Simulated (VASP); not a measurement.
# PbS (Pm-3m) in VASP: single point with PBEsol

Aim: the single point of PbS with PBEsol.

Program: VASP 6.6.1. These are calculated values, not measurements. Logs are shortened: lines on timing, memory, paths and dates and some standing lists are left out, and cuts for length are marked.

## 1. The cell of the first run

Symmetry: Pm-3m, No. 221, cubic system. Conventional cell: a = 3.654 Å, b = 3.654 Å, c = 3.654 Å, α = 90.00°, β = 90.00°, γ = 90.00°. Within 4.2 Å of Pb (site symmetry m-3m) lie 8 S at 3.16 Å and 6 Pb at 3.65 Å. Within 4.2 Å of S (site symmetry m-3m) lie 8 Pb at 3.16 Å and 6 S at 3.65 Å.

## 2. Single point, PBEsol

Contents of INCAR:

```
ALGO     = Normal         # electronic algorithm
EDIFF    = 1E-6           # SCF threshold, eV
ENCUT    = 520            # plane-wave cutoff, eV
GGA      = PS             # functional
ISIF     = 2              # what is computed and relaxed
ISMEAR   = 0              # smearing method
LASPH    = T              # aspherical terms in the spheres
LCHARG   = F              # write CHGCAR
LREAL    = F              # projectors in reciprocal space
LWAVE    = F              # write WAVECAR
NBANDS   = 17             # bands
NELM     = 80             # most SCF steps
PREC     = Accurate       # precision mode
SIGMA    = 0.15           # smearing width, eV
```

Contents of KPOINTS:

```
k-points
0
Gamma
  14 14 14
```

Contents of POSCAR:

```
PbS
1.0
    3.6536590000      0.0000000000      0.0000000000
    0.0000000000      3.6536590000      0.0000000000
    0.0000000000      0.0000000000      3.6536590000
Pb S
1 1
Direct
    0.0000000000      0.0000000000      0.0000000000
    0.5000000000      0.5000000000      0.5000000000
```

Potentials or basis: VASP PAW PBE potentials, release 64 (Pb_d, S).

Started as:

```bash
$ cat potpaw_PBE.64/Pb_d/POTCAR potpaw_PBE.64/S/POTCAR > POTCAR
$ mpirun -np 1 vasp_std > vasp.out
```

OUTCAR:

```text
EDIFF = 1E-6
   ENCUT = 520
   GGA = PS
   ISIF = 2
   ISMEAR = 0
   LASPH = T
   LREAL = F
   NELM = 80
   PREC = Accurate

 ion  position               nearest neighbor table
   1  0.000  0.000  0.000-   2 3.16   2 3.16   2 3.16   2 3.16   2 3.16   2 3.16   2 3.16   2 3.16

   2  0.500  0.500  0.500-   1 3.16   1 3.16   1 3.16   1 3.16   1 3.16   1 3.16   1 3.16   1 3.16

  LATTYP: Found a simple cubic cell.
 ALAT       =     3.6536590000

  Lattice vectors:

 A1 = (   3.6536590000,   0.0000000000,   0.0000000000)
 A2 = (   0.0000000000,   3.6536590000,   0.0000000000)
 A3 = (   0.0000000000,   0.0000000000,   3.6536590000)

Analysis of symmetry for initial positions (statically):
=====================================================================
 Subroutine PRICEL returns:
 Original cell was already a primitive cell.

 Routine SETGRP: Setting up the symmetry group for a
 simple cubic supercell.

 Subroutine GETGRP returns: Found 48 space group operations
 (whereof 48 operations were pure point group operations)
 out of a pool of 48 trial point group operations.

The static configuration has the point symmetry O_h .

Analysis of symmetry for dynamics (positions and initial velocities):
=====================================================================
 Subroutine PRICEL returns:
 Original cell was already a primitive cell.

 Routine SETGRP: Setting up the symmetry group for a
 simple cubic supercell.

 Subroutine GETGRP returns: Found 48 space group operations
 (whereof 48 operations were pure point group operations)
 out of a pool of 48 trial point group operations.

The dynamic configuration has the point symmetry O_h .

 Subroutine INISYM returns: Found 48 space group operations
 (whereof 48 operations are pure point group operations),
 and found     1 'primitive' translations

----------------------------------------------------------------------------------------

                                     Primitive cell

  volume of cell :      48.7735

  direct lattice vectors                    reciprocal lattice vectors
     3.653659000  0.000000000  0.000000000     0.273698230  0.000000000  0.000000000
     0.000000000  3.653659000  0.000000000     0.000000000  0.273698230  0.000000000
     0.000000000  0.000000000  3.653659000     0.000000000  0.000000000  0.273698230

  length of vectors
     3.653659000  3.653659000  3.653659000     0.273698230  0.273698230  0.273698230

  position of ions in fractional coordinates (direct lattice)
     0.000000000  0.000000000  0.000000000
     0.500000000  0.500000000  0.500000000

  ion indices of the primitive-cell ions
   primitive index   ion index
                 1           1
                 2           2

----------------------------------------------------------------------------------------

 KPOINTS: k-points

Automatic generation of k-mesh.
 Grid dimensions read from file:
 generate k-points for:   14   14   14

 Generating k-lattice:

  Cartesian coordinates                     Fractional coordinates (reciprocal lattice)
     0.019549874  0.000000000  0.000000000     0.071428571  0.000000000  0.000000000
     0.000000000  0.019549874  0.000000000     0.000000000  0.071428571  0.000000000
     0.000000000  0.000000000  0.019549874     0.000000000  0.000000000  0.071428571

  Length of vectors
     0.019549874  0.019549874  0.019549874

  Shift w.r.t. Gamma in fractional coordinates (k-lattice)
     0.000000000  0.000000000  0.000000000

 Subroutine IBZKPT returns following result:
 ===========================================

 Found    120 irreducible k-points:

 Following reciprocal coordinates:
            Coordinates               Weight
  0.000000  0.000000  0.000000      1.000000
  0.071429  0.000000  0.000000      6.000000
  0.142857  0.000000  0.000000      6.000000
  0.214286  0.000000  0.000000      6.000000
  0.285714  0.000000  0.000000      6.000000
  0.357143  0.000000  0.000000      6.000000
[... 16 lines left out ...]
  0.285714  0.214286  0.000000     24.000000
  0.357143  0.214286  0.000000     24.000000
 [... further k-points ...]
   k-points           NKPTS =    120   k-points in BZ     NKDIM =    120   number of bands    NBANDS=     17
   number of dos      NEDOS =    301   number of ions     NIONS =      2
   total plane-waves  NPLWV =  21952
   dimension x,y,z NGX =    28 NGY =   28 NGZ =   28
   dimension x,y,z NGXF=    56 NGYF=   56 NGZF=   56
   ions per type =               1   1
   NGX,Y,Z   is equivalent  to a cutoff of  12.74, 12.74, 12.74 a.u.
   NGXF,Y,Z  is equivalent  to a cutoff of  25.48, 25.48, 25.48 a.u.
 SYSTEM =  unknown system
   PREC   = accura    normal or accurate (medium, high low for compatibility)
   ISTART =      0    job   : 0-new  1-cont  2-samecut
   ICHARG =      2    charge: 1-file 2-atom 10-const
   ISPIN  =      1    spin polarized calculation?
   LNONCOLLINEAR =      F non collinear calculations
   LSORBIT =      F    spin-orbit coupling
   LASPH  =      T    aspherical Exc in radial PAW
   ENCUT  =  520.0 eV  38.22 Ry    6.18 a.u.   6.79  6.79  6.79*2*pi/ulx,y,z
   NELM   =     80;   NELMIN=  2; NELMDL= -5     # of ELM steps
   EDIFF  = 0.1E-05   stopping-criterion for ELM
   LREAL  =      F    real-space projection
   EDIFFG = 0.1E-04   stopping-criterion for IOM
   NSW    =      0    number of steps for IOM
   IBRION =     -1    ionic relax: 0-MD 1-quasi-New 2-CG
   NFREE  =      0    steps in history (QN), initial steepest desc. (CG)
   ISIF   =      2    stress and relaxation
   ISYM   =      2    0-nonsym 1-usesym 2-fastsym
   POTIM  = 0.5000    time-step for ionic-motion
   TEBEG  =    0.0;   TEEND  =   0.0 temperature during run
   PSTRESS=    0.0 pullay stress
   NELECT =      20.0000    total number of electrons
   NUPDOWN=      -1.0000    fix difference up-down
   EMIN   =  10.00;   EMAX   =-10.00  energy-range for DOS
   EFERMI =   0.00;   METHOD = LEGACY
   ISMEAR =     0;   SIGMA  =   0.15  broadening in eV -4-tet -1-fermi 0-gaus
   EFERMI_NEDOS =   21; number of points for ismear=-14 and -15
   IALGO  =     38    algorithm
   IMIX   =      4    mixing-type and parameters
     AMIX     =   0.40;   BMIX     =  1.00
     AMIX_MAG =   1.60;   BMIX_MAG =  1.00
  volume/ion in A,a.u.               =      24.39       164.57
  Fermi-wavevector in a.u.,A,eV,Ry     =   1.216252  2.298383 20.126668  1.479268
  Thomas-Fermi vector in A             =   2.351612
   LORBIT       =      0    0 simple, 1 ext, 2 COOP (PROOUT), +10 PAW based schemes
   GGA     = PS    functional components
   LHFCALC =     F    Hartree Fock is set to
   AEXX    =    0.0000 exact exchange contribution
   IVDW    =     0    specifies the selected vdW correction
   LEPSILON=     F    determine dielectric tensor
   LRPA    =     F    only Hartree local field effects (RPA)
 non-spin polarized calculation
 Gauss-broadening in eV      SIGMA  =   0.15
  energy-cutoff  :      520.00
  volume of cell :       48.77
 maximum number of plane-waves:      1357
 NGX is ok and might be reduce to    28
   NGX = 13   NGY = 13   NGZ = 13

 number of electron      19.9999995 magnetization

 Free energy of the ion-electron system (eV)
  ---------------------------------------------------
  ext. energy  EPLUGINS =         0.00000000
  ---------------------------------------------------
  free energy    TOTEN  =        -8.99254117 eV

  energy without entropy =       -8.98551237  energy(sigma->0) =       -8.98902677

 E-fermi :   5.9268     XC(G=0): -10.3538

 val. band max:        5.8922659714   @ k =   0.2143   0.2143   0.1429
 cond. band min:       5.9738987651   @ k =   0.2143   0.1429   0.1429
 fundamental gap:      0.0816327937
 Fermi energy:         5.9268139187

 k-point     1 :       0.0000    0.0000    0.0000
  band No.  band energies     occupation
      1     -10.8313      2.00000
      2     -10.8313      2.00000
      3     -10.6186      2.00000
      4     -10.6186      2.00000
      5     -10.6186      2.00000
      6      -7.1675      2.00000
[... 9 lines left out ...]
     16      18.5665      0.00000
     17      18.7641      0.00000

 k-point     2 :       0.0714    0.0000    0.0000
  band No.  band energies     occupation
      1     -10.8308      2.00000
      2     -10.8234      2.00000
      3     -10.6215      2.00000
      4     -10.6215      2.00000
      5     -10.6183      2.00000
      6      -7.1237      2.00000
[... 9 lines left out ...]
     16      18.6390      0.00000
     17      18.7087      0.00000

 k-point     3 :       0.1429    0.0000    0.0000
  band No.  band energies     occupation
      1     -10.8293      2.00000
      2     -10.8012      2.00000
      3     -10.6297      2.00000
      4     -10.6297      2.00000
      5     -10.6174      2.00000
      6      -6.9941      2.00000
[... 9 lines left out ...]
     16      18.5065      0.00000
     17      18.6352      0.00000

 k-point     4 :       0.2143    0.0000    0.0000
  band No.  band energies     occupation
      1     -10.8273      2.00000
      2     -10.7693      2.00000
      3     -10.6416      2.00000
      4     -10.6416      2.00000
      5     -10.6163      2.00000
      6      -6.7863      2.00000
[... 9 lines left out ...]
     16      17.5969      0.00000
     17      18.6229      0.00000

 k-point     5 :       0.2857    0.0000    0.0000
  band No.  band energies     occupation
      1     -10.8250      2.00000
      2     -10.7341      2.00000
      3     -10.6548      2.00000
      4     -10.6548      2.00000
      5     -10.6150      2.00000
      6      -6.5165      2.00000
[... 9 lines left out ...]
     16      16.6643      0.00000
     17      18.7569      0.00000

 k-point     6 :       0.3571    0.0000    0.0000
  band No.  band energies     occupation
      1     -10.8229      2.00000
      2     -10.7026      2.00000
      3     -10.6666      2.00000
      4     -10.6666      2.00000
      5     -10.6138      2.00000
      6      -6.2190      2.00000
[... 9 lines left out ...]
     16      16.8363      0.00000
     17      18.7408      0.00000

 k-point     7 :       0.4286    0.0000    0.0000
  band No.  band energies     occupation
      1     -10.8215      2.00000
      2     -10.6807      2.00000
      3     -10.6747      2.00000
      4     -10.6747      2.00000
      5     -10.6130      2.00000
      6      -5.9619      2.00000
[... 9 lines left out ...]
     16      18.3848      0.00000
     17      18.7365      0.00000

 k-point     8 :       0.5000    0.0000    0.0000
  band No.  band energies     occupation
      1     -10.8210      2.00000
      2     -10.6776      2.00000
      3     -10.6776      2.00000
      4     -10.6730      2.00000
      5     -10.6127      2.00000
      6      -5.8539      2.00000
[... 9 lines left out ...]
     16      18.7349      0.00000
     17      19.6876      0.00000
[... 203 lines left out ...]
      1     -10.8020      2.00000
      2     -10.6897      2.00000
      3     -10.6882      2.00000
      4     -10.6647      2.00000
      5     -10.6242      2.00000
      6      -6.0694      2.00000
[... 9 lines left out ...]
     16      17.2352      0.00000
     17      17.2640      0.00000

 k-point    20 :       0.4286    0.1429    0.0000
  band No.  band energies     occupation
      1     -10.8003      2.00000
      2     -10.6981      2.00000
      3     -10.6727      2.00000
      4     -10.6676      2.00000
      5     -10.6233      2.00000
      6      -5.8264      2.00000
[... 9 lines left out ...]
     16      17.4781      0.00000
     17      18.0576      0.00000

 k-point    21 :       0.5000    0.1429    0.0000
  band No.  band energies     occupation
      1     -10.7998      2.00000
      2     -10.7015      2.00000
      3     -10.6756      2.00000
      4     -10.6597      2.00000
      5     -10.6230      2.00000
      6      -5.7259      2.00000
[... 9 lines left out ...]
     16      17.5915      0.00000
     17      18.3388      0.00000

 k-point    22 :       0.2143    0.2143    0.0000
  band No.  band energies     occupation
      1     -10.7957      2.00000
      2     -10.7331      2.00000
      3     -10.6753      2.00000
      4     -10.6400      2.00000
      5     -10.6372      2.00000
      6      -6.4200      2.00000
[... 9 lines left out ...]
     16      16.3650      0.00000
     17      16.7037      0.00000

 k-point    23 :       0.2857    0.2143    0.0000
  band No.  band energies     occupation
      1     -10.7883      2.00000
      2     -10.7019      2.00000
      3     -10.6942      2.00000
      4     -10.6514      2.00000
      5     -10.6367      2.00000
      6      -6.1676      2.00000
[... 9 lines left out ...]
     16      16.3328      0.00000
     17      16.5110      0.00000

 k-point    24 :       0.3571    0.2143    0.0000
  band No.  band energies     occupation
      1     -10.7840      2.00000
      2     -10.7109      2.00000
      3     -10.6714      2.00000
      4     -10.6627      2.00000
      5     -10.6352      2.00000
      6      -5.8974      2.00000
[... 9 lines left out ...]
     16      16.5526      0.00000
     17      17.3765      0.00000

 [... further k-points ...]
[... 5 lines left out ...]
  --------------------------------------------------------------------------------------
  -------------------------------------------------------------------------------------
  Total       -1.0547673     -1.0547673     -1.0547673      0.0000000     -0.0000000      0.0000000
  in kB      -34.6484021    -34.6484021    -34.6484021      0.0000000     -0.0000000      0.0000000
  external PRESSURE =     -34.6484021 kB  Pullay stress =       0.0000000 kB

 VOLUME and BASIS-vectors are now :
 -----------------------------------------------------------------------------
  energy-cutoff  :      520.00
  volume of cell :       48.77
      direct lattice vectors                 reciprocal lattice vectors
     3.653659000  0.000000000  0.000000000     0.273698230  0.000000000  0.000000000
     0.000000000  3.653659000  0.000000000     0.000000000  0.273698230  0.000000000
     0.000000000  0.000000000  3.653659000     0.000000000  0.000000000  0.273698230

 POSITION                                       TOTAL-FORCE (eV/Angst)
 -----------------------------------------------------------------------------------
      0.00000      0.00000      0.00000         0.000000      0.000000      0.000000
      1.82683      1.82683      1.82683         0.000000      0.000000      0.000000
 -----------------------------------------------------------------------------------
    total drift:                               -0.000000      0.000000      0.000000

  FREE ENERGIE OF THE ION-ELECTRON SYSTEM (eV)
  ---------------------------------------------------
  free  energy   TOTEN  =        -8.9925411722 eV

  energy  without entropy=       -8.9855123684  energy(sigma->0) =       -8.98902677
```

Wall time 2 min (1 thread of Intel Xeon 8259CL, shared host); peak memory 0.23 GiB.

What came out:

```
Free energy            : -8.9925 eV
Pressure               : -3.5 GPa
Band gap on the k mesh : zero (band 10 reaches 5.97 eV, above the bottom of band 11 at 5.43 eV)
```

Caveat: the PAW data sets were made with another functional, which shifts forces and pressure a little; spin-orbit coupling is left out, which moves the levels of the heavy elements.
